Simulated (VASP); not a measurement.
# HfB (P6_3/mmc) in VASP: notebook

HfB is run at these levels: PBE; tasks: single point, relaxation of cell and atoms.

All numbers are computed with VASP 6.6.1; they aren't measurements. Logs are shortened: lines on timing, memory, paths and dates and some standing lists are left out, and cuts for length are marked.

## (1) The cell of the first run

It takes space group P6_3/mmc (No. 194, hexagonal). Conventional cell: a = 3.551 Å, b = 3.551 Å, c = 5.171 Å, α = 90.00°, β = 90.00°, γ = 120.00°. Within 3.2 Å of Hf (site symmetry -6m2) lie 6 B at 2.42 Å. B (site symmetry -3m) has 6 Hf at 2.42 Å and 2 B at 2.59 Å within 3.2 Å.

## (2) Single point, PBE

The input, INCAR:

```
PREC     = Accurate       # precision mode
ENCUT    = 520            # plane-wave cutoff, eV
EDIFF    = 1E-6           # SCF threshold, eV
ISMEAR   = 0              # smearing method
SIGMA    = 0.1            # smearing width, eV
LREAL    = False          # projectors in reciprocal space
LASPH    = True           # aspherical terms in the spheres
NELM     = 80             # most SCF steps
ALGO     = Normal         # electronic algorithm
ISIF     = 2              # what is computed and relaxed
LWAVE    = False          # write WAVECAR
LCHARG   = False          # write CHGCAR
GGA      = PE             # functional
NBANDS   = 21             # bands
```

The input, KPOINTS:

```
Automatic mesh
0
Gamma
  12 12 6
```

The input, POSCAR:

```
HfB
1.0
    3.5507414398      0.0000000000      0.0000000000
   -1.7753707199      3.0750322891      0.0000000000
    0.0000000000      0.0000000000      5.1706740396
Hf B
2 2
Direct
    0.0000000000      0.0000000000      0.0000000000
    0.3333333333      0.6666666667      0.5000000000
    0.6666666667      0.3333333333      0.2500000000
    0.6666666667      0.3333333333      0.7500000000
```

Potentials or basis: VASP PAW PBE potentials, release 64 (Hf_pv, B).

Command:

```bash
$ cat potpaw_PBE.64/Hf_pv/POTCAR potpaw_PBE.64/B/POTCAR > POTCAR
$ mpirun -np 1 vasp_std > vasp.out
```

OUTCAR:

```text
PREC = Accurate
   ENCUT = 520
   EDIFF = 1E-6
   ISMEAR = 0
   LREAL = False
   LASPH = True
   NELM = 80
   ISIF = 2
   GGA = PE

 ion  position               nearest neighbor table
   1  0.000  0.000  0.000-   3 2.42   4 2.42   3 2.42   4 2.42   3 2.42   4 2.42   2 3.30   2 3.30
                             2 3.30   2 3.30   2 3.30   2 3.30
   2  0.333  0.667  0.500-   3 2.42   4 2.42   3 2.42   4 2.42   3 2.42   4 2.42   1 3.30   1 3.30
                             1 3.30   1 3.30   1 3.30   1 3.30
   3  0.667  0.333  0.250-   2 2.42   1 2.42   2 2.42   1 2.42   1 2.42   2 2.42
   4  0.667  0.333  0.750-   2 2.42   1 2.42   2 2.42   1 2.42   1 2.42   2 2.42

  LATTYP: Found a hexagonal cell.
 ALAT       =     3.5507414398
 C/A-ratio  =     1.4562237570

  Lattice vectors:

 A1 = (   3.5507414398,   0.0000000000,   0.0000000000)
 A2 = (  -1.7753707199,   3.0750322891,   0.0000000000)
 A3 = (   0.0000000000,   0.0000000000,   5.1706740396)

Analysis of symmetry for initial positions (statically):
=====================================================================
 Subroutine PRICEL returns:
 Original cell was already a primitive cell.

 Routine SETGRP: Setting up the symmetry group for a
 hexagonal supercell.

 Subroutine GETGRP returns: Found 24 space group operations
 (whereof 12 operations were pure point group operations)
 out of a pool of 24 trial point group operations.

The static configuration has the point symmetry D_3h.
 The point group associated with its full space group is D_6h.

Analysis of symmetry for dynamics (positions and initial velocities):
=====================================================================
 Subroutine PRICEL returns:
 Original cell was already a primitive cell.

 Routine SETGRP: Setting up the symmetry group for a
 hexagonal supercell.

 Subroutine GETGRP returns: Found 24 space group operations
 (whereof 12 operations were pure point group operations)
 out of a pool of 24 trial point group operations.

The dynamic configuration has the point symmetry D_3h.
 The point group associated with its full space group is D_6h.

 Subroutine INISYM returns: Found 24 space group operations
 (whereof 12 operations are pure point group operations),
 and found     1 'primitive' translations

----------------------------------------------------------------------------------------

                                     Primitive cell

  volume of cell :      56.4568

  direct lattice vectors                    reciprocal lattice vectors
     3.550741440  0.000000000  0.000000000     0.281631320  0.162599919  0.000000000
    -1.775370720  3.075032289  0.000000000     0.000000000  0.325199837  0.000000000
     0.000000000  0.000000000  5.170674040     0.000000000  0.000000000  0.193398383

  length of vectors
     3.550741440  3.550741440  5.170674040     0.325199837  0.325199837  0.193398383

  position of ions in fractional coordinates (direct lattice)
     0.000000000  0.000000000  0.000000000
     0.333333333  0.666666667  0.500000000
     0.666666667  0.333333333  0.250000000
     0.666666667  0.333333333  0.750000000

  ion indices of the primitive-cell ions
   primitive index   ion index
                 1           1
                 2           2
                 3           3
                 4           4

----------------------------------------------------------------------------------------

 KPOINTS: Automatic mesh

Automatic generation of k-mesh.
 Grid dimensions read from file:
 generate k-points for:   12   12    6

 Generating k-lattice:

  Cartesian coordinates                     Fractional coordinates (reciprocal lattice)
     0.023469277  0.013549993  0.000000000     0.083333333  0.000000000  0.000000000
     0.000000000  0.027099986  0.000000000     0.000000000  0.083333333  0.000000000
     0.000000000  0.000000000  0.032233064     0.000000000  0.000000000  0.166666667

  Length of vectors
     0.027099986  0.027099986  0.032233064

  Shift w.r.t. Gamma in fractional coordinates (k-lattice)
     0.000000000  0.000000000  0.000000000

 Subroutine IBZKPT returns following result:
 ===========================================

 Found     76 irreducible k-points:

 Following reciprocal coordinates:
            Coordinates               Weight
  0.000000  0.000000  0.000000      1.000000
  0.083333  0.000000  0.000000      6.000000
  0.166667 -0.000000  0.000000      6.000000
  0.250000 -0.000000  0.000000      6.000000
  0.333333  0.000000  0.000000      6.000000
  0.416667  0.000000  0.000000      6.000000
[... 16 lines left out ...]
  0.250000 -0.000000  0.166667     12.000000
  0.333333  0.000000  0.166667     12.000000
 [... further k-points ...]
   k-points           NKPTS =     76   k-points in BZ     NKDIM =     76   number of bands    NBANDS=     21
   number of dos      NEDOS =    301   number of ions     NIONS =      4
   total plane-waves  NPLWV =  31360
[... 23 lines left out ...]
   POTIM  = 0.5000    time-step for ionic-motion
   TEBEG  =    0.0;   TEEND  =   0.0 temperature during run
   PSTRESS=    0.0 pullay stress
   NELECT =      26.0000    total number of electrons
   NUPDOWN=      -1.0000    fix difference up-down
   EMIN   =  10.00;   EMAX   =-10.00  energy-range for DOS
   EFERMI =   0.00;   METHOD = LEGACY
   ISMEAR =     0;   SIGMA  =   0.10  broadening in eV -4-tet -1-fermi 0-gaus
   EFERMI_NEDOS =   21; number of points for ismear=-14 and -15
   IALGO  =     38    algorithm
   IMIX   =      4    mixing-type and parameters
     AMIX     =   0.40;   BMIX     =  1.00
     AMIX_MAG =   1.60;   BMIX_MAG =  1.00
  volume/ion in A,a.u.               =      14.11        95.25
  Fermi-wavevector in a.u.,A,eV,Ry     =   1.264234  2.389055 21.746008  1.598287
  Thomas-Fermi vector in A             =   2.397549
   LORBIT       =      0    0 simple, 1 ext, 2 COOP (PROOUT), +10 PAW based schemes
   GGA     = PE    functional components
   LHFCALC =     F    Hartree Fock is set to
   AEXX    =    0.0000 exact exchange contribution
   IVDW    =     0    specifies the selected vdW correction
   LEPSILON=     F    determine dielectric tensor
   LRPA    =     F    only Hartree local field effects (RPA)
 non-spin polarized calculation
 Gauss-broadening in eV      SIGMA  =   0.10
  energy-cutoff  :      520.00
  volume of cell :       56.46
 maximum number of plane-waves:      1555
 NGX is ok and might be reduce to    28

 number of electron      26.0000003 magnetization

 Free energy of the ion-electron system (eV)
  ---------------------------------------------------
  ext. energy  EPLUGINS =         0.00000000
  ---------------------------------------------------
  free energy    TOTEN  =       -35.12131840 eV

  energy without entropy =      -35.11256821  energy(sigma->0) =      -35.11694331

 E-fermi :   4.4585     XC(G=0): -11.6597

 val. band max:        4.4566750657   @ k =   0.1667  -0.0000   0.0000
 cond. band min:       4.4617061092   @ k =   0.4167   0.1667   0.5000
 fundamental gap:      0.0050310435
 Fermi energy:         4.4585156521

 k-point     1 :       0.0000    0.0000    0.0000
  band No.  band energies     occupation
      1     -25.1342      2.00000
      2     -24.8754      2.00000
      3     -24.8754      2.00000
      4     -24.7850      2.00000
      5     -24.7850      2.00000
      6     -24.5908      2.00000
[... 13 lines left out ...]
     20      10.9413      0.00000
     21      11.5768      0.00000

 k-point     2 :       0.0833    0.0000    0.0000
  band No.  band energies     occupation
      1     -25.1239      2.00000
      2     -24.8922      2.00000
      3     -24.8831      2.00000
      4     -24.8009      2.00000
      5     -24.7849      2.00000
      6     -24.5968      2.00000
[... 13 lines left out ...]
     20      11.1202      0.00000
     21      11.8373      0.00000

 k-point     3 :       0.1667   -0.0000    0.0000
  band No.  band energies     occupation
      1     -25.0944      2.00000
      2     -24.9383      2.00000
      3     -24.9028      2.00000
      4     -24.8436      2.00000
      5     -24.7859      2.00000
      6     -24.6147      2.00000
[... 13 lines left out ...]
     20      11.6577      0.00000
     21      12.2515      0.00000
[... 457 lines left out ...]
 k-point    23 :       0.2500   -0.0000    0.1667
  band No.  band energies     occupation
      1     -25.0679      2.00000
      2     -24.9568      2.00000
      3     -24.9185      2.00000
      4     -24.9142      2.00000
      5     -24.7986      2.00000
      6     -24.6571      2.00000
[... 13 lines left out ...]
     20      11.8251      0.00000
     21      11.9536      0.00000

 k-point    24 :       0.3333    0.0000    0.1667
  band No.  band energies     occupation
      1     -25.0960      2.00000
      2     -24.9903      2.00000
      3     -24.9405      2.00000
      4     -24.9269      2.00000
      5     -24.8047      2.00000
      6     -24.6837      2.00000
[... 13 lines left out ...]
     20      11.4858      0.00000
     21      11.8883      0.00000

 [... further k-points ...]
[... 5 lines left out ...]
  --------------------------------------------------------------------------------------
  -------------------------------------------------------------------------------------
  Total        0.0240536      0.0240536     -0.0767321      0.0000000      0.0000000      0.0000000
  in kB        0.6826126      0.6826126     -2.1775691      0.0000000      0.0000000      0.0000000
  external PRESSURE =      -0.2707813 kB  Pullay stress =       0.0000000 kB

 VOLUME and BASIS-vectors are now :
 -----------------------------------------------------------------------------
  energy-cutoff  :      520.00
  volume of cell :       56.46
      direct lattice vectors                 reciprocal lattice vectors
     3.550741440  0.000000000  0.000000000     0.281631320  0.162599919  0.000000000
    -1.775370720  3.075032289  0.000000000     0.000000000  0.325199837  0.000000000
     0.000000000  0.000000000  5.170674040     0.000000000  0.000000000  0.193398383

 POSITION                                       TOTAL-FORCE (eV/Angst)
 -----------------------------------------------------------------------------------
      0.00000      0.00000      0.00000        -0.000000     -0.000000      0.000000
     -0.00000      2.05002      2.58534         0.000000     -0.000000      0.000000
      1.77537      1.02501      1.29267         0.000000     -0.000000     -0.000000
      1.77537      1.02501      3.87801         0.000000      0.000000     -0.000000
 -----------------------------------------------------------------------------------
    total drift:                                0.000000     -0.000000     -0.000000

  FREE ENERGIE OF THE ION-ELECTRON SYSTEM (eV)
  ---------------------------------------------------
  free  energy   TOTEN  =       -35.1213183999 eV

  energy  without entropy=      -35.1125682115  energy(sigma->0) =      -35.11694331
```

Wall time 1.7 min (1 thread of Intel Xeon Platinum 8488C (Sapphire Rapids), shared host); peak memory 0.23 GiB.

Results:

```yaml
Free_energy: -35.1213 eV
Pressure: 0.0 GPa
Band_gap_on_the_k_mesh: zero (band 13 reaches 5.64 eV, above the bottom of band 14 at 4.00 eV)
```

Stress tensor (GPa, compression positive):
```
 0.07  0.00  0.00
 0.00  0.07  0.00
 0.00  0.00 -0.22
```

Levels at points of the mesh, in eV from the Fermi level:
| k point | band 10 | band 11 | band 12 | band 13 | band 14 | band 15 | band 16 | band 17 |
| --- | --- | --- | --- | --- | --- | --- | --- | --- |
| (0.00, 0.00, 0.00) | -1.32 | -1.32 | 1.19 | 1.19 | 2.24 | 2.24 | 2.32 | 2.39 |
| (0.50, 0.00, 0.00) | -2.21 | -1.41 | -0.99 | -0.68 | 0.86 | 4.88 | 5.10 | 5.57 |
| (0.00, 0.00, 0.50) | -0.89 | -0.89 | -0.89 | -0.30 | -0.30 | 4.60 | 4.60 | 4.60 |
| (0.50, 0.00, 0.50) | -2.43 | -0.71 | -0.71 | -0.36 | -0.36 | 3.31 | 3.31 | 4.83 |

Caveat: spin-orbit coupling is left out, which moves the levels of the heavy elements.

## (3) Single point, PBE

This run uses another cell than the first one, of 14.86 Å³/atom, 1.053 times its volume.

The input, INCAR:

```
PREC = Accurate ; ENCUT = 520
EDIFF = 1E-6 ; ISMEAR = 0
SIGMA = 0.1 ; LREAL = F
LASPH = T ; NELM = 100
ALGO = Normal ; ISIF = 2
LWAVE = F ; LCHARG = F
GGA = PE ; NBANDS = 21
```

The input, KPOINTS:

```
regular mesh
0
Gamma
  12 12 6
```

The input, POSCAR:

```
HfB
1.0
    3.3411796041      0.0000000000      0.0000000000
   -1.6705898020      2.8935464157      0.0000000000
    0.0000000000      0.0000000000      6.1498098990
Hf B
2 2
Direct
    0.0000000000      0.0000000000      0.0000000000
    0.0000000000      0.0000000000      0.5000000000
    0.3333333333      0.6666666667      0.2500000000
    0.6666666667      0.3333333333      0.7500000000
```

Potentials or basis: VASP PAW PBE potentials, release 64 (Hf_pv, B).

Command:

```bash
$ cat potpaw_PBE.64/Hf_pv/POTCAR potpaw_PBE.64/B/POTCAR > POTCAR
$ mpirun -np 1 vasp_std > vasp.out
```

Run time: 2 min. Hardware: 1 thread of Intel Xeon Platinum 8488C (Sapphire Rapids), shared host; peak memory 0.24 GiB.

It converged, with:

- Free energy: -33.2701 eV
- Pressure: -0.2 GPa
- Band gap on the k mesh: zero (band 13 reaches 6.65 eV, above the bottom of band 14 at 3.13 eV)

Levels at points of the mesh, in eV from the Fermi level:
```tsv
k point	band 10	band 11	band 12	band 13	band 14	band 15	band 16	band 17
(0.00, 0.00, 0.00)	-0.66	-0.66	-0.65	2.38	2.38	2.50	2.50	2.54
(0.50, 0.00, 0.00)	-2.52	-1.01	-0.81	-0.52	0.21	2.03	2.08	5.01
(0.00, 0.00, 0.50)	-1.86	0.32	0.32	0.32	0.32	3.43	3.43	3.43
(0.50, 0.00, 0.50)	-3.43	-0.71	-0.71	0.11	0.11	1.39	1.39	6.09
```

Caveat: spin-orbit coupling is left out, which moves the levels of the heavy elements.

## (4) Single point, PBE

This run uses another cell than the first one: it holds 8 atoms, not 4.

The input, INCAR:

```
SYSTEM = HfB
PREC = Accurate
ENCUT = 520
EDIFF = 1E-6
ISMEAR = 0
SIGMA = 0.1
LREAL = .FALSE.
LASPH = .TRUE.
NELM = 60
ALGO = Normal
ISIF = 2
LWAVE = .FALSE.
LCHARG = .FALSE.
GGA = PE
NBANDS = 36
```

The input, KPOINTS:

```
Automatic mesh
0
G
  12 12 3
  0 0 0
```

The input, POSCAR:

```
HfB
1.0
    3.5979348880      0.0000000000      0.0000000000
   -1.7989674440      3.1159030142      0.0000000000
    0.0000000000      0.0000000000     10.1037416326
Hf B
4 4
Direct
    0.0000000000      0.0000000000      0.0000000000
    0.3333333333      0.6666666667      0.2500000000
    0.0000000000      0.0000000000      0.5000000000
    0.6666666667      0.3333333333      0.7500000000
    0.6666666667      0.3333333333      0.1397064639
    0.6666666667      0.3333333333      0.3602935361
    0.3333333333      0.6666666667      0.6397064639
    0.3333333333      0.6666666667      0.8602935361
```

Command:

```bash
$ cat potpaw_PBE.64/Hf_pv/POTCAR potpaw_PBE.64/B/POTCAR > POTCAR
$ mpirun -np 1 vasp_std > vasp.out
```

Wall time 4 min (1 thread of Intel Xeon Platinum 8488C (Sapphire Rapids), shared host); peak memory 0.3 GiB.

It converged, with:

```yaml
Free_energy: -70.3905 eV
Pressure: -0.1 GPa
Band_gap_on_the_k_mesh: zero (band 26 reaches 5.82 eV, above the bottom of band 27 at 4.31 eV)
```

Stress tensor (GPa, compression positive):
```
 0.00  0.00  0.00
 0.00  0.00  0.00
 0.00  0.00 -0.25
```

Levels at points of the mesh, in eV from the Fermi level:
```tsv
k point	band 24	band 25	band 26	band 27	band 28	band 29
(0.00, 0.00, 0.00)	-0.78	0.33	1.24	1.24	1.83	1.83
(0.50, 0.00, 0.00)	-0.90	-0.66	-0.47	-0.28	0.59	2.77
```

Caveat: spin-orbit coupling is left out, which moves the levels of the heavy elements.

## (5) Relaxation of cell and atoms, PBE

This run uses another cell than the first one, of the same volume but with other edges.

The input, INCAR:

```
SYSTEM = HfB
ALGO = Normal ; EDIFF = 1E-7
EDIFFG = -0.01 ; ENCUT = 600
GGA = PE ; IBRION = 2
ISIF = 3 ; ISMEAR = 0
LASPH = .True. ; LCHARG = .False.
LREAL = .False. ; LWAVE = .False.
NELM = 80 ; NSW = 65
PREC = Accurate ; SIGMA = 0.1
```

The input, KPOINTS:

```
k-points
0
Gamma
  12 12 6
  0 0 0
```

The input, POSCAR:

```
HfB
1.0
    3.4223056964      0.0000000000      0.0000000000
   -1.7111528482      2.9638036726      0.0000000000
    0.0000000000      0.0000000000      5.5676685679
Hf B
2 2
Direct
    0.0000000000      0.0000000000      0.0000000000
    0.0000000000      0.0000000000      0.5000000000
    0.3333333333      0.6666666667      0.2500000000
    0.6666666667      0.3333333333      0.7500000000
```

Command:

```bash
$ cat potpaw_PBE.64/Hf_pv/POTCAR potpaw_PBE.64/B/POTCAR > POTCAR
$ mpirun -np 1 vasp_std > vasp.out
```

Run time: 8.9 min. Hardware: 1 thread of Intel Xeon Platinum 8488C (Sapphire Rapids), shared host; peak memory 0.26 GiB.

It converged, with:

```yaml
Free_energy: -33.2710 eV
Relaxed_volume: 14.85 Å³/atom
Relaxed_cell: a = 3.341 Å, b = 3.341 Å, c = 6.147 Å, α = 90.00°, β = 90.00°, γ = 120.00°
Space_group_after_relaxing_to_0.05_Å: P6_3/mmc (No. 194)
Energy_gained_by_relaxing: 129.6 meV/atom
Ionic_steps: 9
Pressure_after_relaxing: 0.0 GPa
Band_gap_on_the_k_mesh: zero (band 13 reaches 6.66 eV, above the bottom of band 14 at 3.13 eV)
```

Stress tensor (GPa, compression positive):
```
-0.07  0.00  0.00
 0.00 -0.07  0.00
 0.00  0.00  0.01
```

Step by step:
```csv
step,energy change (eV),largest force (eV/Å),pressure (GPa),volume (Å³)
1,0.0000,0.0000,9.81,56.47
2,-0.3971,0.0000,-8.93,63.52
3,-0.4528,0.0000,-4.60,61.52
4,-0.5109,0.0000,1.87,58.65
5,-0.5184,0.0000,0.10,59.35
6,-0.5184,0.0000,-0.01,59.40
7,-0.5184,0.0000,-0.08,59.42
8,-0.5184,0.0000,-0.08,59.43
9,-0.5184,0.0000,-0.04,59.41
```

Final structure:
```cif
data_structure
_symmetry_space_group_name_H-M 'P 1'
_symmetry_Int_Tables_number 1
_cell_length_a 3.3406
_cell_length_b 3.3406
_cell_length_c 6.1469
_cell_angle_alpha 90.000
_cell_angle_beta 90.000
_cell_angle_gamma 120.000
_cell_volume 59.41
loop_
_atom_site_label
_atom_site_type_symbol
_atom_site_fract_x
_atom_site_fract_y
_atom_site_fract_z
_atom_site_occupancy
Hf1 Hf 0.00000 0.00000 0.00000 1
Hf2 Hf 0.00000 0.00000 0.50000 1
B1 B 0.33333 0.66667 0.25000 1
B2 B 0.66667 0.33333 0.75000 1
```

Levels at points of the mesh, in eV from the Fermi level:
| k point | band 9 | band 10 | band 11 | band 12 | band 13 | band 14 | band 15 | band 16 | band 17 |
| --- | --- | --- | --- | --- | --- | --- | --- | --- | --- |
| (0.00, 0.00, 0.00) | -4.88 | -0.67 | -0.67 | -0.65 | 2.38 | 2.38 | 2.50 | 2.50 | 2.55 |
| (0.50, 0.00, 0.00) | -4.50 | -2.52 | -1.02 | -0.81 | -0.52 | 0.22 | 2.04 | 2.08 | 5.02 |
| (0.00, 0.00, 0.50) | -1.85 | -1.85 | 0.31 | 0.31 | 0.31 | 0.31 | 3.43 | 3.43 | 3.43 |
| (0.50, 0.00, 0.50) | -3.43 | -3.43 | -0.71 | -0.71 | 0.10 | 0.10 | 1.39 | 1.39 | 6.09 |

Caveat: spin-orbit coupling is left out, which moves the levels of the heavy elements.

## (6) The runs side by side

| task | cell | k mesh | cutoff (eV) | gap on the mesh (eV) | pressure (GPa) |
| --- | --- | --- | --- | --- | --- |
| single point | a = 3.551, b = 3.551, c = 5.171 Å, angles 90.0, 90.0, 120.0°, 4 atoms | 12 × 12 × 6 | 520 | none | 0.0 |
| single point | a = 3.341, b = 3.341, c = 6.150 Å, angles 90.0, 90.0, 120.0°, 4 atoms | 12 × 12 × 6 | 520 | none | -0.2 |
| single point | a = 3.598, b = 3.598, c = 10.104 Å, angles 90.0, 90.0, 120.0°, 8 atoms | 12 × 12 × 3 | 520 | none | -0.1 |
| relaxation of cell and atoms | relaxed from a = 3.422, b = 3.422, c = 5.568 Å, angles 90.0, 90.0, 120.0°, 4 atoms | 12 × 12 × 6 | 600 | none | 0.0 |

Alike in all rows: level PBE; potentials or basis VASP PAW PBE potentials, release 64 (Hf_pv, B); no spin polarisation; smearing gaussian 0.1 eV.

Caveats: spin-orbit coupling is left out, which moves the levels of the heavy elements.

Total energies depend on the potentials used, so only differences within one code and one set of settings carry meaning.
